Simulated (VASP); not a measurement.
# Al2Pt (I4/mmm) in VASP: single point with PBE

Aim: the single point of Al2Pt with PBE.

Program: VASP 6.6.1. These are calculated values, not measurements. Logs are shortened: lines on timing, memory, paths and dates and some standing lists are left out, and cuts for length are marked.

### 1 The cell of the first run

It takes space group I4/mmm (No. 139, tetragonal). Conventional cell: a = 4.179 Å, b = 4.179 Å, c = 5.674 Å, α = 90.00°, β = 90.00°, γ = 90.00°. Within 3.3 Å of Pt (site symmetry 4/mmm) lie 8 Al at 2.53 Å. Within 3.3 Å of Al (site symmetry -4m2) lie 4 Pt at 2.53 Å and 6 Al at 2.84 to 2.96 Å.

### 2 Single point, PBE

The input, INCAR:

```
PREC = Accurate ; ENCUT = 520
EDIFF = 1E-7 ; ISMEAR = -1
SIGMA = 0.05 ; LREAL = False
LASPH = True ; NELM = 80
ALGO = Fast ; ISIF = 2
LWAVE = False ; LCHARG = False
GGA = PE ; NBANDS = 15
```

The input, KPOINTS:

```
Automatic mesh
0
Gamma
  7 7 7
```

The input, POSCAR:

```
Al2Pt
1.0
    0.0000000000      2.9550000000      2.8368000000
    2.9550000000      0.0000000000      2.8368000000
    2.9550000000      2.9550000000      0.0000000000
Pt Al
1 2
Direct
    0.0000000000      0.0000000000      0.0000000000
    0.7500000000      0.7500000000      0.7500000000
    0.2500000000      0.2500000000      0.2500000000
```

Potentials or basis: VASP PAW PBE potentials, release 64 (Pt, Al).

Launch:

```bash
$ cat potpaw_PBE.64/Pt/POTCAR potpaw_PBE.64/Al/POTCAR > POTCAR
$ mpirun -np 1 vasp_std > vasp.out
```

OUTCAR:

```text
PREC = Accurate
   ENCUT = 520
   EDIFF = 1E-7
   ISMEAR = -1
   LREAL = False
   LASPH = True
   NELM = 80
   ISIF = 2
   GGA = PE

 ion  position               nearest neighbor table
   1  0.000  0.000  0.000-   2 2.53   2 2.53   2 2.53   2 2.53   3 2.53   3 2.53   3 2.53   3 2.53

   2  0.750  0.750  0.750-   1 2.53   1 2.53   1 2.53   1 2.53   3 2.84   3 2.84   3 2.96   3 2.96
                             3 2.96   3 2.96
   3  0.250  0.250  0.250-   1 2.53   1 2.53   1 2.53   1 2.53   2 2.84   2 2.84   2 2.96   2 2.96
                             2 2.96   2 2.96

  LATTYP: Found a body centered tetragonal cell.
 ALAT       =     4.1790010768
 C/A-ratio  =     1.3576450199

  Lattice vectors:

 A1 = (   0.0000000000,  -2.9550000000,  -2.8368000000)
 A2 = (   0.0000000000,   2.9550000000,  -2.8368000000)
 A3 = (   2.9550000000,   0.0000000000,   2.8368000000)

Analysis of symmetry for initial positions (statically):
=====================================================================
 Subroutine PRICEL returns:
 Original cell was already a primitive cell.

 Routine SETGRP: Setting up the symmetry group for a
 body centered tetragonal supercell.

 Subroutine GETGRP returns: Found 16 space group operations
 (whereof 16 operations were pure point group operations)
 out of a pool of 16 trial point group operations.

The static configuration has the point symmetry D_4h.

Analysis of symmetry for dynamics (positions and initial velocities):
=====================================================================
 Subroutine PRICEL returns:
 Original cell was already a primitive cell.

 Routine SETGRP: Setting up the symmetry group for a
 body centered tetragonal supercell.

 Subroutine GETGRP returns: Found 16 space group operations
 (whereof 16 operations were pure point group operations)
 out of a pool of 16 trial point group operations.

The dynamic configuration has the point symmetry D_4h.

 Subroutine INISYM returns: Found 16 space group operations
 (whereof 16 operations are pure point group operations),
 and found     1 'primitive' translations

----------------------------------------------------------------------------------------

                                     Primitive cell

  volume of cell :      49.5420

  direct lattice vectors                    reciprocal lattice vectors
     0.000000000  2.955000000  2.836800000    -0.169204738  0.169204738  0.176254935
     2.955000000  0.000000000  2.836800000     0.169204738 -0.169204738  0.176254935
     2.955000000  2.955000000  0.000000000     0.169204738  0.169204738 -0.176254935

  length of vectors
[... 93 lines left out ...]
   TEBEG  =    0.0;   TEEND  =   0.0 temperature during run
   PSTRESS=    0.0 pullay stress
   NELECT =      16.0000    total number of electrons
   NUPDOWN=      -1.0000    fix difference up-down
   EMIN   =  10.00;   EMAX   =-10.00  energy-range for DOS
   EFERMI =   0.00;   METHOD = LEGACY
   ISMEAR =    -1;   SIGMA  =   0.05  broadening in eV -4-tet -1-fermi 0-gaus
   EFERMI_NEDOS =   21; number of points for ismear=-14 and -15
   IALGO  =     68    algorithm
   IMIX   =      4    mixing-type and parameters
     AMIX     =   0.40;   BMIX     =  1.00
     AMIX_MAG =   1.60;   BMIX_MAG =  1.00
  volume/ion in A,a.u.               =      16.51       111.44
  Fermi-wavevector in a.u.,A,eV,Ry     =   1.123200  2.122539 17.164801  1.261577
  Thomas-Fermi vector in A             =   2.259864
   LORBIT       =      0    0 simple, 1 ext, 2 COOP (PROOUT), +10 PAW based schemes
   GGA     = PE    functional components
   LHFCALC =     F    Hartree Fock is set to
   AEXX    =    0.0000 exact exchange contribution
   IVDW    =     0    specifies the selected vdW correction
   LEPSILON=     F    determine dielectric tensor
   LRPA    =     F    only Hartree local field effects (RPA)
 non-spin polarized calculation
 RMM-DIIS sequential band-by-band and
  energy-cutoff  :      520.00
  volume of cell :       49.54
 maximum number of plane-waves:      1351
   NGX = 15   NGY = 15   NGZ = 15

 number of electron      16.0000000 magnetization

 Free energy of the ion-electron system (eV)
  ---------------------------------------------------
  ext. energy  EPLUGINS =         0.00000000
  ---------------------------------------------------
  free energy    TOTEN  =       -16.16786702 eV

  energy without entropy =      -16.15587276  energy(sigma->0) =      -16.16186989

 E-fermi :   8.3767     XC(G=0): -10.8811

 val. band max:        8.3630585865   @ k =  -0.2857   0.2857   0.1429
 cond. band min:       8.3926482464   @ k =  -0.1429   0.0000   0.1429
 fundamental gap:      0.0295896599
 Fermi energy:         8.3767124636

 k-point     1 :       0.0000    0.0000    0.0000
  band No.  band energies     occupation
      1      -2.1313      2.00000
      2       3.0838      2.00000
      3       3.1400      2.00000
      4       3.1400      2.00000
      5       4.4312      2.00000
      6       4.5990      2.00000
      7      11.6752      0.00000
      8      12.1501      0.00000
      9      12.1501      0.00000
     10      12.4394      0.00000
     11      13.6195      0.00000
     12      14.2435      0.00000
     13      14.2435      0.00000
     14      14.4547      0.00000
[... 401 lines left out ...]
      2       2.1200      2.00000
      3       3.2770      2.00000
      4       3.9016      2.00000
      5       4.2020      2.00000
      6       4.6321      2.00000
      7       5.2866      2.00000
      8       7.0116      2.00000
      9       8.5478      0.06322
     10      12.4280      0.00000
     11      13.6014      0.00000
     12      14.6626      0.00000
     13      16.2959      0.00000
     14      16.9438      0.00000
     15      18.2458      0.00000

 [... further k-points ...]
[... 5 lines left out ...]
  --------------------------------------------------------------------------------------
  -------------------------------------------------------------------------------------
  Total        2.4159321      2.4159321      3.0669487      0.0000000      0.0000000      0.0000000
  in kB       78.1306836     78.1306836     99.1844081      0.0000000      0.0000000      0.0000000
  external PRESSURE =      85.1485918 kB  Pullay stress =       0.0000000 kB

 VOLUME and BASIS-vectors are now :
 -----------------------------------------------------------------------------
  energy-cutoff  :      520.00
  volume of cell :       49.54
      direct lattice vectors                 reciprocal lattice vectors
     0.000000000  2.955000000  2.836800000    -0.169204738  0.169204738  0.176254935
     2.955000000  0.000000000  2.836800000     0.169204738 -0.169204738  0.176254935
     2.955000000  2.955000000  0.000000000     0.169204738  0.169204738 -0.176254935

 POSITION                                       TOTAL-FORCE (eV/Angst)
 -----------------------------------------------------------------------------------
      0.00000      0.00000      0.00000        -0.000000      0.000000     -0.000000
      4.43250      4.43250      4.25520         0.000000      0.000000      0.000000
      1.47750      1.47750      1.41840        -0.000000     -0.000000     -0.000000
 -----------------------------------------------------------------------------------
    total drift:                                0.000000     -0.000000     -0.000000

  FREE ENERGIE OF THE ION-ELECTRON SYSTEM (eV)
  ---------------------------------------------------
  free  energy   TOTEN  =       -16.1678670236 eV

  energy  without entropy=      -16.1558727637  energy(sigma->0) =      -16.16186989
```

OSZICAR:

```text
N       E                     dE             d eps       ncg     rms          rms(c)
DAV:   1     0.481040955371E+02    0.48104E+02   -0.67563E+03  1232   0.918E+02
DAV:   2    -0.152766702848E+02   -0.63381E+02   -0.56346E+02  1487   0.167E+02
DAV:   3    -0.167624858095E+02   -0.14858E+01   -0.14757E+01  1530   0.243E+01
DAV:   4    -0.167746771578E+02   -0.12191E-01   -0.12190E-01  1466   0.258E+00
DAV:   5    -0.167748964708E+02   -0.21931E-03   -0.21931E-03  1564   0.360E-01    0.920E+00
RMM:   6    -0.162746449069E+02    0.50025E+00   -0.16877E+00  1205   0.824E+00    0.234E+00
RMM:   7    -0.161957403642E+02    0.78905E-01   -0.96305E-02  1216   0.209E+00    0.166E+00
RMM:   8    -0.161675298399E+02    0.28211E-01   -0.30021E-02  1241   0.139E+00    0.214E-01
RMM:   9    -0.161677150369E+02   -0.18520E-03   -0.52554E-03  1336   0.522E-01    0.174E-01
RMM:  10    -0.161678822549E+02   -0.16722E-03   -0.13716E-03  1302   0.241E-01    0.506E-02
RMM:  11    -0.161678631454E+02    0.19109E-04   -0.36051E-04  1364   0.124E-01    0.194E-02
RMM:  12    -0.161678663657E+02   -0.32203E-05   -0.80931E-05  1388   0.542E-02    0.171E-02
RMM:  13    -0.161678681052E+02   -0.17395E-05   -0.17896E-05  1391   0.261E-02    0.740E-03
RMM:  14    -0.161678669728E+02    0.11324E-05   -0.10825E-05  1307   0.206E-02    0.378E-03
RMM:  15    -0.161678669802E+02   -0.73818E-08   -0.19772E-06  1312   0.798E-03    0.179E-03
RMM:  16    -0.161678668551E+02    0.12504E-06   -0.29729E-07  1027   0.321E-03    0.181E-03
RMM:  17    -0.161678669931E+02   -0.13798E-06   -0.16043E-07   834   0.258E-03    0.328E-03
RMM:  18    -0.161678670236E+02   -0.30480E-07   -0.27079E-08   650   0.985E-04
   1 F= -.16167867E+02 E0= -.16161870E+02  d E =-.119943E-01
```

It took 24 s on 1 thread of Intel Xeon Platinum 8488C (Sapphire Rapids), shared host; peak memory 0.18 GiB.

Results:

```
Free energy            : -16.1679 eV
Pressure               : 8.5 GPa
Band gap on the k mesh : zero (band 8 reaches 12.15 eV, above the bottom of band 9 at 6.82 eV)
```

Stress tensor (GPa, compression positive):
```
7.81 0.00 0.00
0.00 7.81 0.00
0.00 0.00 9.92
```

Caveat: spin-orbit coupling is left out, which moves the levels of the heavy elements.
